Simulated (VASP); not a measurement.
# MgSc2C2 (P-6m2) in VASP: further runs

The runs below take MgSc2C2 through single point, with PBE.

Program: VASP 6.6.1. These are calculated values, not measurements. Logs are shortened: lines on timing, memory, paths and dates and some standing lists are left out, and cuts for length are marked.

## Step 1: The cell of the first run

Symmetry: P-6m2, No. 187, hexagonal system. The conventional cell has a = 3.542 Å, b = 3.542 Å, c = 6.405 Å, α = 90.00°, β = 90.00°, γ = 120.00°. Within 2.7 Å of Mg (site symmetry -6m2) lie 3 C at 2.05 Å. Sc (site symmetry 3m) has 6 C at 2.43 to 2.78 Å and 1 Sc at 2.63 Å and 3 Mg at 2.78 Å within 3.2 Å. Within 3.2 Å of C (site symmetry -6m2) lie 6 Sc at 2.43 Å. Within 2.7 Å of C (site symmetry -6m2) lie 3 Mg at 2.05 Å.

## Step 2: Single point, PBE

Input file INCAR:

```
PREC = Accurate ; ENCUT = 520
EDIFF = 1E-6 ; ISMEAR = 0
SIGMA = 0.1 ; LREAL = F
LASPH = T ; NELM = 100
ALGO = Normal ; ISIF = 2
LWAVE = F ; LCHARG = T
GGA = PE ; LELF = T
LVHAR = T ; NBANDS = 24
```

Input file KPOINTS:

```
Automatic mesh
0
Gamma
  6 6 4
```

Input file POSCAR:

```
MgSc2C2
1.0
    3.5421834316      0.0000000000      0.0000000000
   -1.7710917158      3.0676208367      0.0000000000
    0.0000000000      0.0000000000      6.4047773650
Mg Sc C
1 2 2
Direct
    0.6666666667      0.3333333333      0.0000000000
    0.0000000000      0.0000000000      0.7057026702
    0.0000000000      0.0000000000      0.2942973298
    0.6666666667      0.3333333333      0.5000000000
    0.3333333333      0.6666666667      0.0000000000
```

Potentials or basis: VASP PAW PBE potentials, release 64 (Mg, Sc_sv, C).

Run with:

```console
$ cat potpaw_PBE.64/Mg/POTCAR potpaw_PBE.64/Sc_sv/POTCAR potpaw_PBE.64/C/POTCAR > POTCAR
$ mpirun -np 1 vasp_std > vasp.out
```

OUTCAR:

```text
PREC = Accurate
   ENCUT = 520
   EDIFF = 1E-6
   ISMEAR = 0
   LREAL = F
   LASPH = T
   NELM = 100
   ISIF = 2
   GGA = PE

 ion  position               nearest neighbor table
   1  0.667  0.333  0.000-   5 2.05   5 2.05   5 2.05   2 2.78   3 2.78   2 2.78   3 2.78   2 2.78
                             3 2.78
   2  0.000  0.000  0.706-   4 2.43   4 2.43   4 2.43   3 2.63   1 2.78   1 2.78   1 2.78
   3  0.000  0.000  0.294-   4 2.43   4 2.43   4 2.43   2 2.63   1 2.78   1 2.78   1 2.78
   4  0.667  0.333  0.500-   2 2.43   3 2.43   2 2.43   3 2.43   2 2.43   3 2.43
   5  0.333  0.667  0.000-   1 2.05   1 2.05   1 2.05

  LATTYP: Found a hexagonal cell.
 ALAT       =     3.5421834316
 C/A-ratio  =     1.8081439001

  Lattice vectors:

 A1 = (   3.5421834316,   0.0000000000,   0.0000000000)
 A2 = (  -1.7710917158,   3.0676208367,   0.0000000000)
 A3 = (   0.0000000000,   0.0000000000,   6.4047773650)

Analysis of symmetry for initial positions (statically):
=====================================================================
 Subroutine PRICEL returns:
 Original cell was already a primitive cell.

 Routine SETGRP: Setting up the symmetry group for a
 hexagonal supercell.

 Subroutine GETGRP returns: Found 12 space group operations
 (whereof 12 operations were pure point group operations)
 out of a pool of 24 trial point group operations.

The static configuration has the point symmetry D_3h.

Analysis of symmetry for dynamics (positions and initial velocities):
=====================================================================
 Subroutine PRICEL returns:
 Original cell was already a primitive cell.

 Routine SETGRP: Setting up the symmetry group for a
 hexagonal supercell.

 Subroutine GETGRP returns: Found 12 space group operations
 (whereof 12 operations were pure point group operations)
 out of a pool of 24 trial point group operations.

The dynamic configuration has the point symmetry D_3h.

 Subroutine INISYM returns: Found 12 space group operations
 (whereof 12 operations are pure point group operations),
 and found     1 'primitive' translations

----------------------------------------------------------------------------------------

                                     Primitive cell

  volume of cell :      69.5948

[... 89 lines left out ...]
   NELM   =    100;   NELMIN=  2; NELMDL= -5     # of ELM steps
   EDIFF  = 0.1E-05   stopping-criterion for ELM
   LREAL  =      F    real-space projection
   EDIFFG = 0.1E-04   stopping-criterion for IOM
   NSW    =      0    number of steps for IOM
   IBRION =     -1    ionic relax: 0-MD 1-quasi-New 2-CG
   NFREE  =      0    steps in history (QN), initial steepest desc. (CG)
   ISIF   =      2    stress and relaxation
   ISYM   =      2    0-nonsym 1-usesym 2-fastsym
   POTIM  = 0.5000    time-step for ionic-motion
   TEBEG  =    0.0;   TEEND  =   0.0 temperature during run
   PSTRESS=    0.0 pullay stress
   NELECT =      32.0000    total number of electrons
   NUPDOWN=      -1.0000    fix difference up-down
   EMIN   =  10.00;   EMAX   =-10.00  energy-range for DOS
   EFERMI =   0.00;   METHOD = LEGACY
   ISMEAR =     0;   SIGMA  =   0.10  broadening in eV -4-tet -1-fermi 0-gaus
   EFERMI_NEDOS =   21; number of points for ismear=-14 and -15
   IALGO  =     38    algorithm
   IMIX   =      4    mixing-type and parameters
     AMIX     =   0.40;   BMIX     =  1.00
     AMIX_MAG =   1.60;   BMIX_MAG =  1.00
  volume/ion in A,a.u.               =      13.92        93.93
  Fermi-wavevector in a.u.,A,eV,Ry     =   1.263570  2.387801 21.723179  1.596609
  Thomas-Fermi vector in A             =   2.396920
   LORBIT       =      0    0 simple, 1 ext, 2 COOP (PROOUT), +10 PAW based schemes
   GGA     = PE    functional components
   LHFCALC =     F    Hartree Fock is set to
   AEXX    =    0.0000 exact exchange contribution
   IVDW    =     0    specifies the selected vdW correction
   LEPSILON=     F    determine dielectric tensor
   LRPA    =     F    only Hartree local field effects (RPA)
 non-spin polarized calculation
 Gauss-broadening in eV      SIGMA  =   0.10
  energy-cutoff  :      520.00
  volume of cell :       69.59
 maximum number of plane-waves:      1907
 NGX is ok and might be reduce to    28
   NGX = 13   NGY = 13   NGZ = 23

 number of electron      31.9999997 magnetization

 Free energy of the ion-electron system (eV)
  ---------------------------------------------------
  ext. energy  EPLUGINS =         0.00000000
  ---------------------------------------------------
  free energy    TOTEN  =       -31.67464284 eV

  energy without entropy =      -31.67247048  energy(sigma->0) =      -31.67355666

 E-fermi :   4.7282     XC(G=0): -10.7834

 val. band max:        4.6818830573   @ k =   0.5000   0.0000   0.0000
 cond. band min:       4.7502830824   @ k =   0.0000   0.0000   0.0000
 fundamental gap:      0.0684000251
 Fermi energy:         4.7282053005

 k-point     1 :       0.0000    0.0000    0.0000
  band No.  band energies     occupation
      1     -44.6652      2.00000
      2     -44.5581      2.00000
      3     -23.7060      2.00000
      4     -23.1795      2.00000
      5     -23.1795      2.00000
      6     -23.0955      2.00000
[... 556 lines left out ...]
     23       8.3867      0.00000
     24       8.7695      0.00000

------------------------ aborting loop because EDIFF is reached ----------------------------------------

  FORCE on cell =-STRESS in cart. coord.  units (eV):
  Direction    XX          YY          ZZ          XY          YZ          ZX
  --------------------------------------------------------------------------------------
  -------------------------------------------------------------------------------------
  Total        0.0373253      0.0373253     -0.0251038      0.0000000      0.0000000     -0.0000000
  in kB        0.8592847      0.8592847     -0.5779270      0.0000000      0.0000000     -0.0000000
  external PRESSURE =       0.3802141 kB  Pullay stress =       0.0000000 kB

 VOLUME and BASIS-vectors are now :
 -----------------------------------------------------------------------------
  energy-cutoff  :      520.00
  volume of cell :       69.59
      direct lattice vectors                 reciprocal lattice vectors
     3.542183432  0.000000000  0.000000000     0.282311749  0.162992764  0.000000000
    -1.771091716  3.067620837  0.000000000     0.000000000  0.325985529  0.000000000
     0.000000000  0.000000000  6.404777365     0.000000000  0.000000000  0.156133452

 POSITION                                       TOTAL-FORCE (eV/Angst)
 -----------------------------------------------------------------------------------
      1.77109      1.02254      0.00000         0.000000     -0.000000      0.000000
      0.00000      0.00000      4.51987        -0.000000      0.000000      0.048198
      0.00000      0.00000      1.88491        -0.000000      0.000000     -0.048198
      1.77109      1.02254      3.20239         0.000000      0.000000      0.000000
     -0.00000      2.04508      0.00000         0.000000      0.000000      0.000000
 -----------------------------------------------------------------------------------
    total drift:                               -0.000000      0.000000      0.000000

  FREE ENERGIE OF THE ION-ELECTRON SYSTEM (eV)
  ---------------------------------------------------
  free  energy   TOTEN  =       -31.6746428411 eV

  energy  without entropy=      -31.6724704763  energy(sigma->0) =      -31.67355666
```

OSZICAR:

```text
N       E                     dE             d eps       ncg     rms          rms(c)
DAV:   1     0.427059721217E+03    0.42706E+03   -0.14487E+04  1008   0.136E+03
DAV:   2     0.233004097068E+01   -0.42473E+03   -0.41293E+03  1184   0.496E+02
DAV:   3    -0.399786097365E+02   -0.42309E+02   -0.40152E+02  1776   0.161E+02
DAV:   4    -0.415681534231E+02   -0.15895E+01   -0.15846E+01  1624   0.263E+01
DAV:   5    -0.415879552618E+02   -0.19802E-01   -0.19783E-01  1568   0.404E+00    0.165E+01
DAV:   6    -0.321243395922E+02    0.94636E+01   -0.58167E+01  1616   0.468E+01    0.645E+00
DAV:   7    -0.317989166126E+02    0.32542E+00   -0.51804E+00  1760   0.189E+01    0.393E+00
DAV:   8    -0.316953214390E+02    0.10360E+00   -0.32080E-01  1504   0.460E+00    0.166E+00
DAV:   9    -0.316787587545E+02    0.16563E-01   -0.10591E-01  1496   0.271E+00    0.593E-01
DAV:  10    -0.316748304582E+02    0.39283E-02   -0.26939E-02  1544   0.181E+00    0.197E-01
DAV:  11    -0.316746934168E+02    0.13704E-03   -0.39325E-03  1808   0.431E-01    0.738E-02
DAV:  12    -0.316747240817E+02   -0.30665E-04   -0.84700E-04  1816   0.264E-01    0.695E-02
DAV:  13    -0.316746559087E+02    0.68173E-04   -0.21741E-04  1592   0.158E-01    0.234E-02
DAV:  14    -0.316746438097E+02    0.12099E-04   -0.11414E-04  1712   0.767E-02    0.628E-03
DAV:  15    -0.316746428411E+02    0.96859E-06   -0.58159E-06  1344   0.169E-02
   1 F= -.31674643E+02 E0= -.31673557E+02  d E =-.217236E-02
```

Wall time 27 s (1 thread of Intel Xeon 6975P-C (Granite Rapids), shared host); peak memory 0.2 GiB.

Results:

* Free energy: -31.6746 eV
* Pressure: 0.0 GPa
* Largest force: 0.048 eV/Å
* Band gap on the k mesh: zero (band 16 reaches 4.97 eV, above the bottom of band 17 at 4.68 eV)

Forces in eV/Å, atoms in the order of the input:
```
Mg   0.000  0.000  0.000
Sc   0.000  0.000  0.048
Sc   0.000  0.000 -0.048
C    0.000  0.000  0.000
C    0.000  0.000  0.000
```

Levels at points of the mesh, in eV from the Fermi level:
```tsv
k point	band 14	band 15	band 16	band 17	band 18	band 19
(0.00, 0.00, 0.00)	0.02	0.08	0.24	0.24	1.42	1.42
(0.50, 0.00, 0.00)	-1.88	-1.81	-0.57	-0.05	1.95	2.95
(0.00, 0.00, 0.50)	-0.96	-0.79	-0.79	0.94	1.68	1.68
(0.50, 0.00, 0.50)	-1.58	-1.42	-1.11	0.52	1.82	2.40
```

[end of part 1 of 2]
